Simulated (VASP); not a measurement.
# Te2Mo (P6_3/mmc) in VASP: settings compared, part 2 of 2

VASP 6.6.1. The steps go on from the part before.

**3. Single point, PBE+U**

This run uses another cell than the first one, of 24.96 Å³/atom, 0.943 times its volume.

INCAR reads:

```
ALGO = Normal
EDIFF = 1E-6
ENCUT = 520
GGA = PE
ISIF = 2
ISMEAR = -1
LASPH = True
LCHARG = False
LDAU = True
LDAUJ = 0 0
LDAUL = -1 2
LDAUPRINT = 1
LDAUTYPE = 2
LDAUU = 0 6.2
LMAXMIX = 4
LREAL = False
LWAVE = False
NBANDS = 35
NELM = 150
PREC = Accurate
SIGMA = 0.05
```

KPOINTS reads:

```
k-points
0
Gamma
  9 9 2
```

POSCAR reads:

```
Te2Mo
1.0
    3.5182000000      0.0000000000      0.0000000000
   -1.7591000000      3.0468505756      0.0000000000
    0.0000000000      0.0000000000     13.9736000000
Te Mo
4 2
Direct
    0.6666666667      0.3333333333      0.3790000000
    0.3333333333      0.6666666667      0.8790000000
    0.6666666667      0.3333333333      0.1210000000
    0.3333333333      0.6666666667      0.6210000000
    0.6666666667      0.3333333333      0.7500000000
    0.3333333333      0.6666666667      0.2500000000
```

Potentials or basis: VASP PAW PBE potentials, release 64 (Te, Mo_sv).

Command:

```
$ cat potpaw_PBE.64/Te/POTCAR potpaw_PBE.64/Mo_sv/POTCAR > POTCAR
$ mpirun -np 1 vasp_std > vasp.out
```

OUTCAR:

```text
EDIFF = 1E-6
   ENCUT = 520
   GGA = PE
   ISIF = 2
   ISMEAR = -1
   LASPH = True
   LREAL = False
   NELM = 150
   PREC = Accurate

 ion  position               nearest neighbor table
   1  0.667  0.333  0.379-   6 2.72   6 2.72   6 2.72   3 3.61
   2  0.333  0.667  0.879-   5 2.72   5 2.72   5 2.72   4 3.61
   3  0.667  0.333  0.121-   6 2.72   6 2.72   6 2.72   1 3.61
   4  0.333  0.667  0.621-   5 2.72   5 2.72   5 2.72   2 3.61
   5  0.667  0.333  0.750-   2 2.72   4 2.72   2 2.72   4 2.72   2 2.72   4 2.72
   6  0.333  0.667  0.250-   1 2.72   3 2.72   1 2.72   3 2.72   1 2.72   3 2.72

  LATTYP: Found a hexagonal cell.
 ALAT       =     3.5182000000
 C/A-ratio  =     3.9718037633

  Lattice vectors:

 A1 = (   3.5182000000,   0.0000000000,   0.0000000000)
 A2 = (  -1.7591000000,   3.0468505756,   0.0000000000)
 A3 = (   0.0000000000,   0.0000000000,  13.9736000000)

Analysis of symmetry for initial positions (statically):
=====================================================================
 Subroutine PRICEL returns:
 Original cell was already a primitive cell.

 Routine SETGRP: Setting up the symmetry group for a
 hexagonal supercell.

 Subroutine GETGRP returns: Found 24 space group operations
 (whereof 12 operations were pure point group operations)
 out of a pool of 24 trial point group operations.

The static configuration has the point symmetry D_3d.
 The point group associated with its full space group is D_6h.

Analysis of symmetry for dynamics (positions and initial velocities):
=====================================================================
 Subroutine PRICEL returns:
[... 219 lines left out ...]
  o =  0.3811  v =  0.0000  0.0000 -0.0000 -0.0000 -1.0000  0.0000  0.0000  0.0000  0.0000  0.0000      0.0000  0.0000  0.0000  0.0000  0.0000  0.0000  0.0000  0.0000  0.0000  0.0000
  o =  0.4009  v =  0.0000 -0.0000 -0.0000  1.0000  0.0000  0.0000  0.0000  0.0000  0.0000  0.0000      0.0000  0.0000  0.0000  0.0000  0.0000  0.0000  0.0000  0.0000  0.0000  0.0000
  o =  0.4009  v =  0.0000  0.0000  0.0000  0.0000  0.0000  0.0000 -0.0000 -0.0000  1.0000  0.0000      0.0000  0.0000  0.0000  0.0000  0.0000  0.0000  0.0000  0.0000  0.0000  0.0000
  o =  0.4009  v =  0.0000  0.0000  0.0000  0.0000  0.0000  0.0000 -1.0000  0.0000 -0.0000 -0.0000      0.0000  0.0000  0.0000  0.0000  0.0000  0.0000  0.0000  0.0000  0.0000  0.0000
  o =  0.4009  v =  0.0000 -1.0000  0.0000 -0.0000 -0.0000  0.0000  0.0000  0.0000  0.0000  0.0000      0.0000  0.0000  0.0000  0.0000  0.0000  0.0000  0.0000  0.0000  0.0000  0.0000

 number of electron      51.9999997 magnetization

 Free energy of the ion-electron system (eV)
  ---------------------------------------------------
  ext. energy  EPLUGINS =         0.00000000
  ---------------------------------------------------
  free energy    TOTEN  =       -21.15014707 eV

  energy without entropy =      -21.15012240  energy(sigma->0) =      -21.15013474

 E-fermi :   8.6963     XC(G=0): -10.4504

 val. band max:        8.3525944270   @ k =   0.0000   0.0000   0.0000
 cond. band min:       9.1103929696   @ k =   0.2222   0.2222   0.0000
 fundamental gap:      0.7577985426
 Fermi energy:         8.6962560804

 k-point     1 :       0.0000    0.0000    0.0000
  band No.  band energies     occupation
      1     -53.2190      2.00000
      2     -53.2190      2.00000
      3     -27.3436      2.00000
      4     -27.3436      2.00000
      5     -27.2453      2.00000
      6     -27.2453      2.00000
[... 901 lines left out ...]
     34      11.8621      0.00000
     35      13.1244      0.00000

------------------------ aborting loop because EDIFF is reached ----------------------------------------

  FORCE on cell =-STRESS in cart. coord.  units (eV):
  Direction    XX          YY          ZZ          XY          YZ          ZX
  --------------------------------------------------------------------------------------
  -------------------------------------------------------------------------------------
  Total        4.3129732      4.3129732      5.7278119      0.0000000      0.0000000      0.0000000
  in kB       46.1325388     46.1325388     61.2659735      0.0000000      0.0000000      0.0000000
  external PRESSURE =      51.1770170 kB  Pullay stress =       0.0000000 kB

 VOLUME and BASIS-vectors are now :
 -----------------------------------------------------------------------------
  energy-cutoff  :      520.00
  volume of cell :      149.79
      direct lattice vectors                 reciprocal lattice vectors
     3.518200000  0.000000000  0.000000000     0.284236257  0.164103880  0.000000000
    -1.759100000  3.046850576  0.000000000     0.000000000  0.328207759  0.000000000
     0.000000000  0.000000000 13.973600000     0.000000000  0.000000000  0.071563520

 POSITION                                       TOTAL-FORCE (eV/Angst)
 -----------------------------------------------------------------------------------
      1.75910      1.01562      5.29599         0.000000      0.000000      0.524216
     -0.00000      2.03123     12.28279         0.000000     -0.000000      0.524216
      1.75910      1.01562      1.69081         0.000000      0.000000     -0.524216
     -0.00000      2.03123      8.67761         0.000000     -0.000000     -0.524216
      1.75910      1.01562     10.48020         0.000000      0.000000     -0.000000
     -0.00000      2.03123      3.49340        -0.000000     -0.000000     -0.000000
 -----------------------------------------------------------------------------------
    total drift:                               -0.000000      0.000000     -0.000000

  FREE ENERGIE OF THE ION-ELECTRON SYSTEM (eV)
  ---------------------------------------------------
  free  energy   TOTEN  =       -21.1501470709 eV

  energy  without entropy=      -21.1501224009  energy(sigma->0) =      -21.15013474
```

stdout:

```text
POSCAR found type information on POSCAR TeMo
 POSCAR found :  2 types and       6 ions
 scaLAPACK will be used
 LDA part: xc-table for (Slater+PW92), standard interpolation
 POSCAR, INCAR and KPOINTS ok, starting setup
 FFT: planning ... GRIDC
 FFT: planning ... GRID_SOFT
 FFT: planning ... GRID
 WAVECAR not read
 entering main loop
```

It took 1.8 min on 1 thread of Intel Xeon 6975P-C (Granite Rapids), shared host; peak memory 0.32 GiB.

Results:

```
Free energy            : -21.1501 eV
Pressure               : 5.1 GPa
Largest force          : 0.524 eV/Å
Band gap on the k mesh : 0.76 eV, indirect (least direct gap 1.04 eV)
```

Forces in eV/Å, atoms in the order of the input:
```
Te   0.000  0.000  0.524
Te   0.000  0.000  0.524
Te   0.000  0.000 -0.524
Te   0.000  0.000 -0.524
Mo   0.000  0.000  0.000
Mo   0.000  0.000  0.000
```

Eigenvalues of the final occupation matrices:
| site | spin | trace | eigenvalues |
| --- | --- | --- | --- |
| site 5 d | 1 | 1.95 | 0.38 0.38 0.38 0.40 0.40 |
| site 5 d | 2 | 1.95 | 0.38 0.38 0.38 0.40 0.40 |
| site 6 d | 1 | 1.95 | 0.38 0.38 0.38 0.40 0.40 |
| site 6 d | 2 | 1.95 | 0.38 0.38 0.38 0.40 0.40 |

Caveat: spin-orbit coupling is left out, which moves the levels of the heavy elements; this functional lacks dispersion, which binds the layers, so the pressure and a relaxed spacing across them are unreliable; the U is typed as a test and isn't derived for this compound. A k mesh can miss the band edges.

**4. Single point, PBE**

This run uses another cell than the first one, of 23.47 Å³/atom, 0.887 times its volume.

INCAR reads:

```
PREC = Accurate
ENCUT = 520
EDIFF = 1E-7
ISMEAR = -1
SIGMA = 0.05
LREAL = False
LASPH = True
NELM = 80
ALGO = Normal
ISIF = 2
LWAVE = False
LCHARG = True
GGA = PE
LELF = True
LVHAR = True
NBANDS = 35
```

KPOINTS reads:

```
Automatic mesh
0
Gamma
  9 9 2
```

Edit POSCAR of step 3 so:

```diff
@@ -2,5 +2,5 @@
 1.0
-    3.5182000000      0.0000000000      0.0000000000
-   -1.7591000000      3.0468505756      0.0000000000
-    0.0000000000      0.0000000000     13.9736000000
+    3.4463798477      0.0000000000      0.0000000000
+   -1.7231899238      2.9846524992      0.0000000000
+    0.0000000000      0.0000000000     13.6883444487
 Te Mo
```

Command:

```
$ cat potpaw_PBE.64/Te/POTCAR potpaw_PBE.64/Mo_sv/POTCAR > POTCAR
$ mpirun -np 1 vasp_std > vasp.out
```

Run time: 5.3 min. Hardware: 1 thread of Intel Xeon 8259CL, shared host; peak memory 0.33 GiB.

Results (log left out):

```
Free energy            : -35.6204 eV
Pressure               : 10.5 GPa
Largest force          : 1.139 eV/Å
Band gap on the k mesh : 0.74 eV, indirect (least direct gap 1.13 eV)
```

Forces in eV/Å, atoms in the order of the input:
```
Te   0.000  0.000  1.139
Te   0.000  0.000  1.139
Te   0.000  0.000 -1.139
Te   0.000  0.000 -1.139
Mo   0.000  0.000  0.000
Mo   0.000  0.000  0.000
```

Stress tensor (GPa, compression positive):
```
 9.63  0.00  0.00
 0.00  9.63  0.00
 0.00  0.00 12.23
```

Levels at points of the mesh, in eV from the valence-band top:
```csv
k point,band 22,band 23,band 24,band 25,band 26,band 27,band 28,band 29,band 30,band 31
"(0.00, 0.00, 0.00)",-1.17,-1.13,-1.13,-0.29,0.00,3.12,3.12,3.26,3.26,3.41
"(0.00, 0.00, 0.50)",-1.15,-1.15,-1.15,-0.08,-0.08,3.16,3.16,3.16,3.16,3.59
```

Caveat: spin-orbit coupling is left out, which moves the levels of the heavy elements; this functional lacks dispersion, which binds the layers, so the pressure and a relaxed spacing across them are unreliable; forces of over 1 eV/Å act on the atoms, so gaps and moduli don't describe the material at rest. A k mesh can miss the band edges.

**5. Single point, PBE**

This run uses another cell than the first one, of 23.97 Å³/atom, 0.906 times its volume.

INCAR reads:

```
SYSTEM = Te2Mo
PREC = Accurate ; ENCUT = 520
EDIFF = 1E-7 ; ISMEAR = -1
SIGMA = 0.05 ; LREAL = .False.
LASPH = .True. ; NELM = 60
ALGO = Normal ; ISIF = 2
LWAVE = .False. ; LCHARG = .False.
GGA = PE ; NBANDS = 35
```

KPOINTS reads:

```
Automatic mesh
0
Gamma
  9 9 2
  0 0 0
```

Edit POSCAR of step 4 so:

```diff
@@ -2,5 +2,5 @@
 1.0
-    3.4463798477      0.0000000000      0.0000000000
-   -1.7231899238      2.9846524992      0.0000000000
-    0.0000000000      0.0000000000     13.6883444487
+    3.4706509280      0.0000000000      0.0000000000
+   -1.7353254640      3.0056718713      0.0000000000
+    0.0000000000      0.0000000000     13.7847444167
 Te Mo
```

Command:

```
$ cat potpaw_PBE.64/Te/POTCAR potpaw_PBE.64/Mo_sv/POTCAR > POTCAR
$ mpirun -np 1 vasp_std > vasp.out
```

It took 5 min on 1 thread of Intel Xeon 8259CL, shared host; peak memory 0.33 GiB.

Results (log left out):

```
Free energy            : -35.7904 eV
Pressure               : 7.7 GPa
Largest force          : 0.796 eV/Å
Band gap on the k mesh : 0.75 eV, indirect (least direct gap 1.10 eV)
```

Forces on the atoms (eV/Å):
```
Te   0.000  0.000  0.796
Te   0.000  0.000  0.796
Te   0.000  0.000 -0.796
Te   0.000  0.000 -0.796
Mo   0.000  0.000  0.000
Mo   0.000  0.000  0.000
```

Stress tensor (GPa, compression positive):
```
7.06 0.00 0.00
0.00 7.06 0.00
0.00 0.00 8.98
```

Levels at points of the mesh, in eV from the valence-band top:
| k point | band 22 | band 23 | band 24 | band 25 | band 26 | band 27 | band 28 | band 29 | band 30 | band 31 |
| --- | --- | --- | --- | --- | --- | --- | --- | --- | --- | --- |
| (0.00, 0.00, 0.00) | -1.13 | -1.10 | -1.10 | -0.30 | 0.00 | 3.04 | 3.04 | 3.18 | 3.18 | 3.31 |
| (0.00, 0.00, 0.50) | -1.11 | -1.11 | -1.11 | -0.08 | -0.08 | 3.09 | 3.09 | 3.09 | 3.09 | 3.48 |

Caveat: spin-orbit coupling is left out, which moves the levels of the heavy elements; this functional lacks dispersion, which binds the layers, so the pressure and a relaxed spacing across them are unreliable. A k mesh can miss the band edges.

**6. Single point, PBE**

This run uses another cell than the first one, of 24.47 Å³/atom, 0.925 times its volume.

INCAR reads:

```
SYSTEM = Te2Mo
PREC = Accurate ; ENCUT = 520
EDIFF = 1E-7 ; ISMEAR = -1
SIGMA = 0.05 ; LREAL = .FALSE.
LASPH = .TRUE. ; NELM = 60
ALGO = Normal ; ISIF = 2
LWAVE = .FALSE. ; LCHARG = .FALSE.
GGA = PE ; NBANDS = 35
```

KPOINTS reads:

```
Automatic mesh
0
G
  9 9 2
  0 0 0
```

Edit POSCAR of step 5 so:

```diff
@@ -2,5 +2,5 @@
 1.0
-    3.4706509280      0.0000000000      0.0000000000
-   -1.7353254640      3.0056718713      0.0000000000
-    0.0000000000      0.0000000000     13.7847444167
+    3.4945872080      0.0000000000      0.0000000000
+   -1.7472936040      3.0264012979      0.0000000000
+    0.0000000000      0.0000000000     13.8798146239
 Te Mo
```

Potentials or basis: VASP PAW PBE potentials, release 64 (Te, Mo_sv).

Command:

```
$ cat potpaw_PBE.64/Te/POTCAR potpaw_PBE.64/Mo_sv/POTCAR > POTCAR
$ mpirun -np 1 vasp_std > vasp.out
```

It took 4.9 min on 1 thread of Intel Xeon 8259CL, shared host; peak memory 0.33 GiB.

It converged, with:

* Free energy: -35.9109 eV
* Pressure: 5.2 GPa
* Largest force: 0.480 eV/Å
* Band gap on the k mesh: 0.77 eV, indirect (least direct gap 1.07 eV)

Forces in eV/Å, atoms in the order of the input:
```
Te   0.000  0.000  0.480
Te   0.000  0.000  0.480
Te   0.000  0.000 -0.480
Te   0.000  0.000 -0.480
Mo   0.000  0.000  0.000
Mo   0.000  0.000  0.000
```

Stress tensor (GPa, compression positive):
```
4.75 0.00 0.00
0.00 4.75 0.00
0.00 0.00 6.07
```

Levels at points of the mesh, in eV from the valence-band top:
```
           k point  band 23  band 24  band 25  band 26  band 27  band 28  band 29  band 30
(0.00, 0.00, 0.00)    -1.06    -1.06    -0.31     0.00     2.97     2.97     3.11     3.11
(0.00, 0.00, 0.50)    -1.08    -1.08    -0.08    -0.08     3.01     3.01     3.01     3.01
```

Caveat: spin-orbit coupling is left out, which moves the levels of the heavy elements; this functional lacks dispersion, which binds the layers, so the pressure and a relaxed spacing across them are unreliable.

**7. Overview**

| level | U | cell | gap on the mesh (eV) | pressure (GPa) | largest force (eV/Å) |
| --- | --- | --- | --- | --- | --- |
| revPBE | - | a = 3.587, b = 3.587, c = 14.248 Å, angles 90.0, 90.0, 120.0°, 6 atoms | 0.82 | -1.2 | 0.51 |
| PBE+U | Mo d U = 6.2 eV | a = 3.518, b = 3.518, c = 13.974 Å, angles 90.0, 90.0, 120.0°, 6 atoms | 0.76 | 5.1 | 0.52 |
| PBE | - | a = 3.446, b = 3.446, c = 13.688 Å, angles 90.0, 90.0, 120.0°, 6 atoms | 0.74 | 10.5 | 1.14 |
| PBE | - | a = 3.471, b = 3.471, c = 13.785 Å, angles 90.0, 90.0, 120.0°, 6 atoms | 0.75 | 7.7 | 0.80 |
| PBE | - | a = 3.495, b = 3.495, c = 13.880 Å, angles 90.0, 90.0, 120.0°, 6 atoms | 0.77 | 5.2 | 0.48 |

Alike in all rows: task single point; potentials or basis VASP PAW PBE potentials, release 64 (Te, Mo_sv); no spin polarisation; k mesh 9 × 9 × 2; cutoff (eV) 520; smearing fermi-dirac 0.05 eV.

Caveats: spin-orbit coupling is left out, which moves the levels of the heavy elements; this functional lacks dispersion, which binds the layers, so the pressure and a relaxed spacing across them are unreliable; the PAW data sets were made with another functional, which shifts forces and pressure a little (some runs); the U is typed as a test and isn't derived for this compound (some runs); forces of over 1 eV/Å act on the atoms, so gaps and moduli don't describe the material at rest (some runs).

Total energies depend on the potentials used, so only differences within one code and one set of settings carry meaning.

**8. Against experiment**

Step 2. A measured gap of Te2Mo is 0.88 eV (indirect; 300 K; quoted in “Broadband infrared study of pressure-tunable Fano resonance and metallization transition in 2H-MoTe2”, 2022, pmc:9569381); the calculated 0.82 eV misses it by -0.06 eV. Spin-orbit coupling on Mo, Te is left out. The value is that of revPBE on a finite k mesh, which can miss the band edges, without temperature or zero-point motion. Semilocal functionals fall short of measured gaps as a rule.
